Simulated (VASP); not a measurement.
# NaH (Fm-3m) in VASP: single point with PBE

Aim: the single point of NaH with PBE.

Program: VASP 6.6.1. These are calculated values, not measurements. Logs are shortened: lines on timing, memory, paths and dates and some standing lists are left out, and cuts for length are marked.

### Step 1. The cell of the first run

It takes space group Fm-3m (No. 225, cubic). Conventional cell: a = 4.880 Å, b = 4.880 Å, c = 4.880 Å, α = 90.00°, β = 90.00°, γ = 90.00°. Within 3.2 Å of Na (site symmetry m-3m) lie 6 H at 2.44 Å. Within 3.2 Å of H (site symmetry m-3m) lie 6 Na at 2.44 Å.

### Step 2. Single point, PBE

Contents of INCAR:

```
PREC = Accurate
ENCUT = 520
EDIFF = 1E-6
ISMEAR = 0
SIGMA = 0.01
LREAL = False
LASPH = True
NELM = 80
ALGO = Normal
ISIF = 2
LWAVE = False
LCHARG = False
GGA = PE
NBANDS = 11
```

Contents of KPOINTS:

```
Automatic mesh
0
Gamma
  4 4 4
```

Contents of POSCAR:

```
NaH
1.0
    0.0000000000      2.4400000000      2.4400000000
    2.4400000000      0.0000000000      2.4400000000
    2.4400000000      2.4400000000      0.0000000000
Na H
1 1
Direct
    0.0000000000      0.0000000000      0.0000000000
    0.5000000000      0.5000000000      0.5000000000
```

Potentials or basis: VASP PAW PBE potentials, release 64 (Na_pv, H).

Command:

```sh
$ cat potpaw_PBE.64/Na_pv/POTCAR potpaw_PBE.64/H/POTCAR > POTCAR
$ mpirun -np 1 vasp_std > vasp.out
```

OUTCAR:

```text
PREC = Accurate
   ENCUT = 520
   EDIFF = 1E-6
   ISMEAR = 0
   LREAL = False
   LASPH = True
   NELM = 80
   ISIF = 2
   GGA = PE

 ion  position               nearest neighbor table
   1  0.000  0.000  0.000-
   2  0.500  0.500  0.500-

  LATTYP: Found a face centered cubic cell.
 ALAT       =     4.8800000000

  Lattice vectors:

 A1 = (   0.0000000000,   2.4400000000,   2.4400000000)
 A2 = (   2.4400000000,   0.0000000000,   2.4400000000)
 A3 = (   2.4400000000,   2.4400000000,   0.0000000000)

Analysis of symmetry for initial positions (statically):
=====================================================================
 Subroutine PRICEL returns:
 Original cell was already a primitive cell.

 Routine SETGRP: Setting up the symmetry group for a
 face centered cubic supercell.

 Subroutine GETGRP returns: Found 48 space group operations
 (whereof 48 operations were pure point group operations)
 out of a pool of 48 trial point group operations.

The static configuration has the point symmetry O_h .

Analysis of symmetry for dynamics (positions and initial velocities):
=====================================================================
 Subroutine PRICEL returns:
 Original cell was already a primitive cell.

 Routine SETGRP: Setting up the symmetry group for a
 face centered cubic supercell.

 Subroutine GETGRP returns: Found 48 space group operations
 (whereof 48 operations were pure point group operations)
 out of a pool of 48 trial point group operations.

The dynamic configuration has the point symmetry O_h .

 Subroutine INISYM returns: Found 48 space group operations
 (whereof 48 operations are pure point group operations),
 and found     1 'primitive' translations

----------------------------------------------------------------------------------------

                                     Primitive cell

  volume of cell :      29.0536

  direct lattice vectors                    reciprocal lattice vectors
     0.000000000  2.440000000  2.440000000    -0.204918033  0.204918033  0.204918033
     2.440000000  0.000000000  2.440000000     0.204918033 -0.204918033  0.204918033
     2.440000000  2.440000000  0.000000000     0.204918033  0.204918033 -0.204918033

  length of vectors
     3.450681092  3.450681092  3.450681092     0.354928444  0.354928444  0.354928444

  position of ions in fractional coordinates (direct lattice)
     0.000000000  0.000000000  0.000000000
     0.500000000  0.500000000  0.500000000

  ion indices of the primitive-cell ions
   primitive index   ion index
                 1           1
                 2           2

----------------------------------------------------------------------------------------

 KPOINTS: Automatic mesh

Automatic generation of k-mesh.
 Grid dimensions read from file:
 generate k-points for:    4    4    4

 Generating k-lattice:

  Cartesian coordinates                     Fractional coordinates (reciprocal lattice)
    -0.051229508  0.051229508  0.051229508     0.250000000  0.000000000  0.000000000
     0.051229508 -0.051229508  0.051229508     0.000000000  0.250000000  0.000000000
     0.051229508  0.051229508 -0.051229508     0.000000000  0.000000000  0.250000000

  Length of vectors
     0.088732111  0.088732111  0.088732111

  Shift w.r.t. Gamma in fractional coordinates (k-lattice)
     0.000000000  0.000000000  0.000000000

 Subroutine IBZKPT returns following result:
 ===========================================

 Found      8 irreducible k-points:

 Following reciprocal coordinates:
            Coordinates               Weight
  0.000000  0.000000  0.000000      1.000000
  0.250000  0.000000  0.000000      8.000000
  0.500000  0.000000  0.000000      4.000000
  0.250000  0.250000  0.000000      6.000000
  0.500000  0.250000  0.000000     24.000000
 -0.250000  0.250000  0.000000     12.000000
  0.500000  0.500000  0.000000      3.000000
 -0.250000  0.500000  0.250000      6.000000
   k-points           NKPTS =      8   k-points in BZ     NKDIM =      8   number of bands    NBANDS=     11
   number of dos      NEDOS =    301   number of ions     NIONS =      2
   total plane-waves  NPLWV =  21952
   dimension x,y,z NGX =    28 NGY =   28 NGZ =   28
   dimension x,y,z NGXF=    56 NGYF=   56 NGZF=   56
   ions per type =               1   1
   NGX,Y,Z   is equivalent  to a cutoff of  13.49, 13.49, 13.49 a.u.
   NGXF,Y,Z  is equivalent  to a cutoff of  26.98, 26.98, 26.98 a.u.
 SYSTEM =  unknown system
   PREC   = accura    normal or accurate (medium, high low for compatibility)
   ISTART =      0    job   : 0-new  1-cont  2-samecut
   ICHARG =      2    charge: 1-file 2-atom 10-const
   ISPIN  =      1    spin polarized calculation?
   LNONCOLLINEAR =      F non collinear calculations
   LSORBIT =      F    spin-orbit coupling
   LASPH  =      T    aspherical Exc in radial PAW
   ENCUT  =  520.0 eV  38.22 Ry    6.18 a.u.   6.42  6.42  6.42*2*pi/ulx,y,z
   NELM   =     80;   NELMIN=  2; NELMDL= -5     # of ELM steps
   EDIFF  = 0.1E-05   stopping-criterion for ELM
   LREAL  =      F    real-space projection
   EDIFFG = 0.1E-04   stopping-criterion for IOM
   NSW    =      0    number of steps for IOM
   IBRION =     -1    ionic relax: 0-MD 1-quasi-New 2-CG
   NFREE  =      0    steps in history (QN), initial steepest desc. (CG)
   ISIF   =      2    stress and relaxation
   ISYM   =      2    0-nonsym 1-usesym 2-fastsym
   POTIM  = 0.5000    time-step for ionic-motion
   TEBEG  =    0.0;   TEEND  =   0.0 temperature during run
   PSTRESS=    0.0 pullay stress
   NELECT =       8.0000    total number of electrons
   NUPDOWN=      -1.0000    fix difference up-down
   EMIN   =  10.00;   EMAX   =-10.00  energy-range for DOS
   EFERMI =   0.00;   METHOD = LEGACY
   ISMEAR =     0;   SIGMA  =   0.01  broadening in eV -4-tet -1-fermi 0-gaus
   EFERMI_NEDOS =   21; number of points for ismear=-14 and -15
   IALGO  =     38    algorithm
   IMIX   =      4    mixing-type and parameters
     AMIX     =   0.40;   BMIX     =  1.00
     AMIX_MAG =   1.60;   BMIX_MAG =  1.00
  volume/ion in A,a.u.               =      14.53        98.03
  Fermi-wavevector in a.u.,A,eV,Ry     =   1.065054  2.012660 15.433636  1.134340
  Thomas-Fermi vector in A             =   2.200593
   LORBIT       =      0    0 simple, 1 ext, 2 COOP (PROOUT), +10 PAW based schemes
   GGA     = PE    functional components
   LHFCALC =     F    Hartree Fock is set to
   AEXX    =    0.0000 exact exchange contribution
   IVDW    =     0    specifies the selected vdW correction
   LEPSILON=     F    determine dielectric tensor
   LRPA    =     F    only Hartree local field effects (RPA)
 non-spin polarized calculation
 Gauss-broadening in eV      SIGMA  =   0.01
  energy-cutoff  :      520.00
  volume of cell :       29.05
 maximum number of plane-waves:       817
 NGX is ok and might be reduce to    28
   NGX = 13   NGY = 13   NGZ = 13

 number of electron       8.0000008 magnetization

 Free energy of the ion-electron system (eV)
  ---------------------------------------------------
  ext. energy  EPLUGINS =         0.00000000
  ---------------------------------------------------
  free energy    TOTEN  =        -5.08610327 eV

  energy without entropy =       -5.08610327  energy(sigma->0) =       -5.08610327

 E-fermi :  -1.0949     XC(G=0):  -7.6725

 val. band max:       -1.2060355863   @ k =  -0.2500   0.5000   0.2500
 cond. band min:       2.5065549866   @ k =   0.5000   0.0000   0.0000
 fundamental gap:      3.7125905729
 Fermi energy:        -1.0949265872

 k-point     1 :       0.0000    0.0000    0.0000
  band No.  band energies     occupation
      1     -23.3593      2.00000
      2     -23.3593      2.00000
      3     -23.3593      2.00000
      4      -4.7411      2.00000
      5       8.9575      0.00000
      6      14.1801      0.00000
      7      14.1801      0.00000
      8      14.1801      0.00000
      9      14.9674      0.00000
     10      14.9674      0.00000
     11      14.9674      0.00000

 k-point     2 :       0.2500    0.0000    0.0000
  band No.  band energies     occupation
      1     -23.4019      2.00000
      2     -23.3645      2.00000
      3     -23.3645      2.00000
      4      -3.7351      2.00000
      5       5.8828      0.00000
      6      10.1203      0.00000
      7      12.5905      0.00000
      8      12.5906      0.00000
      9      15.9441      0.00000
     10      15.9441      0.00000
     11      17.2526      0.00000

 k-point     3 :       0.5000    0.0000    0.0000
  band No.  band energies     occupation
      1     -23.4437      2.00000
      2     -23.3696      2.00000
      3     -23.3696      2.00000
      4      -2.0470      2.00000
      5       2.5066      0.00000
      6       9.3764      0.00000
      7      11.9978      0.00000
      8      11.9978      0.00000
      9      14.8545      0.00000
     10      14.8545      0.00000
     11      17.3326      0.00000

 k-point     4 :       0.2500    0.2500    0.0000
  band No.  band energies     occupation
      1     -23.3993      2.00000
      2     -23.3737      2.00000
      3     -23.3737      2.00000
      4      -3.4297      2.00000
      5       6.1319      0.00000
      6      10.2747      0.00000
      7      10.5606      0.00000
      8      10.5606      0.00000
      9      13.2177      0.00000
     10      18.0900      0.00000
     11      20.7470      0.00000

 k-point     5 :       0.5000    0.2500    0.0000
  band No.  band energies     occupation
      1     -23.4275      2.00000
      2     -23.3908      2.00000
      3     -23.3789      2.00000
      4      -1.8184      2.00000
      5       3.7682      0.00000
      6       6.4589      0.00000
      7      10.1785      0.00000
      8      11.0289      0.00000
      9      15.3815      0.00000
     10      18.3655      0.00000
     11      18.7874      0.00000

 k-point     6 :      -0.2500    0.2500    0.0000
  band No.  band energies     occupation
      1     -23.4193      2.00000
      2     -23.3926      2.00000
      3     -23.3697      2.00000
      4      -2.3685      2.00000
      5       4.5514      0.00000
      6       6.1427      0.00000
      7      11.6321      0.00000
      8      12.0444      0.00000
      9      16.8044      0.00000
     10      17.2941      0.00000
     11      18.2421      0.00000

 k-point     7 :       0.5000    0.5000    0.0000
  band No.  band energies     occupation
      1     -23.4349      2.00000
      2     -23.3882      2.00000
      3     -23.3882      2.00000
      4      -1.3762      2.00000
      5       3.3757      0.00000
      6       8.7195      0.00000
      7       9.2879      0.00000
      8       9.2879      0.00000
      9      10.2623      0.00000
     10      22.0747      0.00000
     11      23.9473      0.00000

 k-point     8 :      -0.2500    0.5000    0.2500
  band No.  band energies     occupation
      1     -23.4115      2.00000
      2     -23.4115      2.00000
      3     -23.3899      2.00000
      4      -1.2060      2.00000
      5       4.7499      0.00000
      6       4.7499      0.00000
      7       6.9918      0.00000
      8      14.8249      0.00000
      9      16.3096      0.00000
     10      16.3096      0.00000
     11      17.7417      0.00000

------------------------ aborting loop because EDIFF is reached ----------------------------------------

  FORCE on cell =-STRESS in cart. coord.  units (eV):
  Direction    XX          YY          ZZ          XY          YZ          ZX
  --------------------------------------------------------------------------------------
  -------------------------------------------------------------------------------------
  Total       -0.1240279     -0.1240279     -0.1240279      0.0000000      0.0000000     -0.0000000
  in kB       -6.8395971     -6.8395971     -6.8395971      0.0000000      0.0000000     -0.0000000
  external PRESSURE =      -6.8395971 kB  Pullay stress =       0.0000000 kB

 VOLUME and BASIS-vectors are now :
 -----------------------------------------------------------------------------
  energy-cutoff  :      520.00
  volume of cell :       29.05
      direct lattice vectors                 reciprocal lattice vectors
     0.000000000  2.440000000  2.440000000    -0.204918033  0.204918033  0.204918033
     2.440000000  0.000000000  2.440000000     0.204918033 -0.204918033  0.204918033
     2.440000000  2.440000000  0.000000000     0.204918033  0.204918033 -0.204918033

 POSITION                                       TOTAL-FORCE (eV/Angst)
 -----------------------------------------------------------------------------------
      0.00000      0.00000      0.00000         0.000000      0.000000      0.000000
      2.44000      2.44000      2.44000         0.000000     -0.000000     -0.000000
 -----------------------------------------------------------------------------------
    total drift:                               -0.000000     -0.000000     -0.000000

  FREE ENERGIE OF THE ION-ELECTRON SYSTEM (eV)
  ---------------------------------------------------
  free  energy   TOTEN  =        -5.0861032721 eV

  energy  without entropy=       -5.0861032721  energy(sigma->0) =       -5.08610327
```

Wall time 2.8 s (1 thread of Intel Xeon 6975P-C (Granite Rapids), shared host); peak memory 0.14 GiB.

Results:

```yaml
Free_energy: -5.0861 eV
Pressure: -0.7 GPa
Band_gap_on_the_k_mesh: 3.71 eV, indirect (least direct gap 4.55 eV)
```

Caveat: the k points lie up to 0.56 Å⁻¹ apart. Expect the measured gap to be larger: semilocal functionals such as PBE lack the derivative discontinuity.
